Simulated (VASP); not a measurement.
# Au (Fm-3m) in VASP: single point with PBE

Aim: the single point of Au with PBE.

Program: VASP 6.6.1. These are calculated values, not measurements. Logs are shortened: lines on timing, memory, paths and dates and some standing lists are left out, and cuts for length are marked.

## Step 1: The cell of the first run

Symmetry: Fm-3m, No. 225, cubic system. Conventional cell: a = 4.080 Å, b = 4.080 Å, c = 4.080 Å, α = 90.00°, β = 90.00°, γ = 90.00°. Within 3.8 Å of Au (site symmetry m-3m) lie 12 Au at 2.88 Å.

## Step 2: Single point, PBE

INCAR

```
SYSTEM = Au
ALGO = Fast
EDIFF = 1E-6
ENCUT = 520
GGA = PE
ISIF = 2
ISMEAR = 0
LASPH = .True.
LCHARG = .True.
LELF = .True.
LREAL = .False.
LVHAR = .True.
LWAVE = .False.
NBANDS = 12
NELM = 80
PREC = Accurate
SIGMA = 0.05
```

KPOINTS

```
k-points
0
Gamma
  8 8 8
  0 0 0
```

POSCAR

```
Au
1.0
    0.0000000000      2.0400000000      2.0400000000
    2.0400000000      0.0000000000      2.0400000000
    2.0400000000      2.0400000000      0.0000000000
Au
1
Direct
    0.0000000000      0.0000000000      0.0000000000
```

Potentials or basis: VASP PAW PBE potentials, release 64 (Au).

Launch:

```bash
> cat potpaw_PBE.64/Au/POTCAR > POTCAR
> mpirun -np 1 vasp_std > vasp.out
```

OUTCAR:

```text
SYSTEM = Au
   EDIFF = 1E-6
   ENCUT = 520
   GGA = PE
   ISIF = 2
   ISMEAR = 0
   LASPH = .True.
   LREAL = .False.
   NELM = 80
   PREC = Accurate

 ion  position               nearest neighbor table
   1  0.000  0.000  0.000-

  LATTYP: Found a face centered cubic cell.
 ALAT       =     4.0800000000

  Lattice vectors:

 A1 = (   0.0000000000,   2.0400000000,   2.0400000000)
 A2 = (   2.0400000000,   0.0000000000,   2.0400000000)
 A3 = (   2.0400000000,   2.0400000000,   0.0000000000)

Analysis of symmetry for initial positions (statically):
=====================================================================
 Subroutine PRICEL returns:
 Original cell was already a primitive cell.

 Routine SETGRP: Setting up the symmetry group for a
 face centered cubic supercell.

 Subroutine GETGRP returns: Found 48 space group operations
 (whereof 48 operations were pure point group operations)
 out of a pool of 48 trial point group operations.

The static configuration has the point symmetry O_h .

Analysis of symmetry for dynamics (positions and initial velocities):
=====================================================================
 Subroutine PRICEL returns:
 Original cell was already a primitive cell.

 Routine SETGRP: Setting up the symmetry group for a
 face centered cubic supercell.

 Subroutine GETGRP returns: Found 48 space group operations
 (whereof 48 operations were pure point group operations)
 out of a pool of 48 trial point group operations.

The dynamic configuration has the point symmetry O_h .

 Subroutine INISYM returns: Found 48 space group operations
 (whereof 48 operations are pure point group operations),
 and found     1 'primitive' translations

----------------------------------------------------------------------------------------

                                     Primitive cell

  volume of cell :      16.9793

  direct lattice vectors                    reciprocal lattice vectors
     0.000000000  2.040000000  2.040000000    -0.245098039  0.245098039  0.245098039
     2.040000000  0.000000000  2.040000000     0.245098039 -0.245098039  0.245098039
     2.040000000  2.040000000  0.000000000     0.245098039  0.245098039 -0.245098039

  length of vectors
     2.884995667  2.884995667  2.884995667     0.424522257  0.424522257  0.424522257

  position of ions in fractional coordinates (direct lattice)
     0.000000000  0.000000000  0.000000000

  ion indices of the primitive-cell ions
   primitive index   ion index
                 1           1

----------------------------------------------------------------------------------------

 KPOINTS: k-points

Automatic generation of k-mesh.
 Grid dimensions read from file:
 generate k-points for:    8    8    8

 Generating k-lattice:

  Cartesian coordinates                     Fractional coordinates (reciprocal lattice)
    -0.030637255  0.030637255  0.030637255     0.125000000  0.000000000  0.000000000
     0.030637255 -0.030637255  0.030637255     0.000000000  0.125000000  0.000000000
     0.030637255  0.030637255 -0.030637255     0.000000000  0.000000000  0.125000000

  Length of vectors
     0.053065282  0.053065282  0.053065282

  Shift w.r.t. Gamma in fractional coordinates (k-lattice)
     0.000000000  0.000000000  0.000000000

 Subroutine IBZKPT returns following result:
 ===========================================

 Found     29 irreducible k-points:

 Following reciprocal coordinates:
            Coordinates               Weight
  0.000000  0.000000  0.000000      1.000000
  0.125000  0.000000  0.000000      8.000000
  0.250000  0.000000  0.000000      8.000000
  0.375000  0.000000  0.000000      8.000000
  0.500000  0.000000  0.000000      4.000000
  0.125000  0.125000  0.000000      6.000000
[... 16 lines left out ...]
  0.500000  0.250000  0.125000     48.000000
 -0.375000  0.250000  0.125000     24.000000
 [... further k-points ...]
   k-points           NKPTS =     29   k-points in BZ     NKDIM =     29   number of bands    NBANDS=     12
   number of dos      NEDOS =    301   number of ions     NIONS =      1
   total plane-waves  NPLWV =  13824
   dimension x,y,z NGX =    24 NGY =   24 NGZ =   24
   dimension x,y,z NGXF=    48 NGYF=   48 NGZF=   48
   ions per type =               1
   NGX,Y,Z   is equivalent  to a cutoff of  13.83, 13.83, 13.83 a.u.
   NGXF,Y,Z  is equivalent  to a cutoff of  27.66, 27.66, 27.66 a.u.
 SYSTEM =  Au
   PREC   = accura    normal or accurate (medium, high low for compatibility)
   ISTART =      0    job   : 0-new  1-cont  2-samecut
   ICHARG =      2    charge: 1-file 2-atom 10-const
   ISPIN  =      1    spin polarized calculation?
   LNONCOLLINEAR =      F non collinear calculations
   LSORBIT =      F    spin-orbit coupling
   LASPH  =      T    aspherical Exc in radial PAW
   ENCUT  =  520.0 eV  38.22 Ry    6.18 a.u.   5.36  5.36  5.36*2*pi/ulx,y,z
   NELM   =     80;   NELMIN=  2; NELMDL= -5     # of ELM steps
   EDIFF  = 0.1E-05   stopping-criterion for ELM
   LREAL  =      F    real-space projection
   EDIFFG = 0.1E-04   stopping-criterion for IOM
   NSW    =      0    number of steps for IOM
   IBRION =     -1    ionic relax: 0-MD 1-quasi-New 2-CG
   NFREE  =      0    steps in history (QN), initial steepest desc. (CG)
   ISIF   =      2    stress and relaxation
   ISYM   =      2    0-nonsym 1-usesym 2-fastsym
   POTIM  = 0.5000    time-step for ionic-motion
   TEBEG  =    0.0;   TEEND  =   0.0 temperature during run
   PSTRESS=    0.0 pullay stress
   NELECT =      11.0000    total number of electrons
   NUPDOWN=      -1.0000    fix difference up-down
   EMIN   =  10.00;   EMAX   =-10.00  energy-range for DOS
   EFERMI =   0.00;   METHOD = LEGACY
   ISMEAR =     0;   SIGMA  =   0.05  broadening in eV -4-tet -1-fermi 0-gaus
   EFERMI_NEDOS =   21; number of points for ismear=-14 and -15
   IALGO  =     68    algorithm
   IMIX   =      4    mixing-type and parameters
     AMIX     =   0.40;   BMIX     =  1.00
     AMIX_MAG =   1.60;   BMIX_MAG =  1.00
  volume/ion in A,a.u.               =      16.98       114.58
  Fermi-wavevector in a.u.,A,eV,Ry     =   1.416551  2.676893 27.301680  2.006617
  Thomas-Fermi vector in A             =   2.537874
   LORBIT       =      0    0 simple, 1 ext, 2 COOP (PROOUT), +10 PAW based schemes
   GGA     = PE    functional components
   LHFCALC =     F    Hartree Fock is set to
   AEXX    =    0.0000 exact exchange contribution
   IVDW    =     0    specifies the selected vdW correction
   LEPSILON=     F    determine dielectric tensor
   LRPA    =     F    only Hartree local field effects (RPA)
 non-spin polarized calculation
 RMM-DIIS sequential band-by-band and
 Gauss-broadening in eV      SIGMA  =   0.05
  energy-cutoff  :      520.00
  volume of cell :       16.98
 maximum number of plane-waves:       469
 NGX is ok and might be reduce to    24
   NGX = 11   NGY = 11   NGZ = 11

 number of electron      11.0000000 magnetization

 Free energy of the ion-electron system (eV)
  ---------------------------------------------------
  ext. energy  EPLUGINS =         0.00000000
  ---------------------------------------------------
  free energy    TOTEN  =        -3.15492997 eV

  energy without entropy =       -3.15341321  energy(sigma->0) =       -3.15417159

 E-fermi :   9.4481     XC(G=0): -12.7371

 val. band max:        9.4108341523   @ k =   0.5000   0.2500   0.1250
 cond. band min:       9.6789541363   @ k =   0.5000   0.3750   0.1250
 fundamental gap:      0.2681199840
 Fermi energy:         9.4481153854

 k-point     1 :       0.0000    0.0000    0.0000
  band No.  band energies     occupation
      1      -0.3578      2.00000
      2       4.8314      2.00000
      3       4.8314      2.00000
      4       4.8314      2.00000
      5       6.3574      2.00000
      6       6.3574      2.00000
      7      24.0534      0.00000
      8      28.0756      0.00000
      9      28.0756      0.00000
     10      28.0756      0.00000
     11      32.9889      0.00000
     12      37.6751      0.00000

 k-point     2 :       0.1250    0.0000    0.0000
  band No.  band energies     occupation
      1       0.1755      2.00000
      2       4.6779      2.00000
      3       4.9966      2.00000
      4       4.9966      2.00000
      5       6.2983      2.00000
      6       6.2983      2.00000
      7      24.5178      0.00000
      8      25.5196      0.00000
      9      28.6976      0.00000
     10      28.6976      0.00000
     11      33.0149      0.00000
     12      35.3055      0.00000

 k-point     3 :       0.2500    0.0000    0.0000
  band No.  band energies     occupation
      1       1.4474      2.00000
      2       4.6965      2.00000
      3       5.1119      2.00000
      4       5.1119      2.00000
      5       6.5223      2.00000
      6       6.5223      2.00000
      7      20.7383      0.00000
      8      25.1346      0.00000
      9      29.5400      0.00000
     10      29.5400      0.00000
     11      31.3158      0.00000
     12      32.5908      0.00000
[... 286 lines left out ...]
 k-point    23 :       0.5000    0.2500    0.1250
  band No.  band energies     occupation
      1       3.2156      2.00000
      2       4.3381      2.00000
      3       4.5412      2.00000
      4       5.8751      2.00000
      5       7.0697      2.00000
      6       9.4108      1.70833
      7      16.5693      0.00000
      8      21.5107      0.00000
      9      23.8830      0.00000
     10      28.0792      0.00000
     11      32.0189      0.00000
     12      35.7559      0.00000

 k-point    24 :      -0.3750    0.2500    0.1250
  band No.  band energies     occupation
      1       3.2151      2.00000
      2       4.1551      2.00000
      3       5.2686      2.00000
      4       5.6684      2.00000
      5       7.4258      2.00000
      6      12.1889      0.00000
      7      12.6230      0.00000
      8      21.7558      0.00000
      9      22.6888      0.00000
     10      27.2334      0.00000
     11      33.4451      0.00000
     12      36.4453      0.00000

 [... further k-points ...]

------------------------ aborting loop because EDIFF is reached ----------------------------------------

  FORCE on cell =-STRESS in cart. coord.  units (eV):
  Direction    XX          YY          ZZ          XY          YZ          ZX
  --------------------------------------------------------------------------------------
  -------------------------------------------------------------------------------------
  Total        1.0719566      1.0719566      1.0719566      0.0000000     -0.0000000     -0.0000000
  in kB      101.1503275    101.1503275    101.1503275      0.0000000     -0.0000000     -0.0000000
  external PRESSURE =     101.1503275 kB  Pullay stress =       0.0000000 kB

 VOLUME and BASIS-vectors are now :
 -----------------------------------------------------------------------------
  energy-cutoff  :      520.00
  volume of cell :       16.98
      direct lattice vectors                 reciprocal lattice vectors
     0.000000000  2.040000000  2.040000000    -0.245098039  0.245098039  0.245098039
     2.040000000  0.000000000  2.040000000     0.245098039 -0.245098039  0.245098039
     2.040000000  2.040000000  0.000000000     0.245098039  0.245098039 -0.245098039

 POSITION                                       TOTAL-FORCE (eV/Angst)
 -----------------------------------------------------------------------------------
      0.00000      0.00000      0.00000         0.000000      0.000000      0.000000
 -----------------------------------------------------------------------------------
    total drift:                               -0.000000      0.000000     -0.000000

  FREE ENERGIE OF THE ION-ELECTRON SYSTEM (eV)
  ---------------------------------------------------
  free  energy   TOTEN  =        -3.1549299687 eV

  energy  without entropy=       -3.1534132054  energy(sigma->0) =       -3.15417159
```

Wall time 14 s (1 thread of Intel Xeon 8259CL, shared host); peak memory 0.14 GiB.

Results:

```yaml
Free_energy: -3.1549 eV
Pressure: 10.1 GPa
Band_gap_on_the_k_mesh: zero (an odd number of electrons rules out a gap without spin polarisation)
```

Levels at points of the mesh, in eV from the Fermi level:
```csv
k point,band 4,band 5,band 6,band 7,band 8,band 9
"(0.00, 0.00, 0.00)",-4.62,-3.09,-3.09,14.61,18.63,18.63
"(0.50, 0.00, 0.00)",-1.88,-1.88,-0.89,3.18,14.06,17.25
"(0.50, 0.50, 0.00)",-1.56,-1.56,1.10,5.90,10.11,10.11
```

Caveat: the cell stands under pressure; spin-orbit coupling is left out, which moves the levels of the heavy elements.
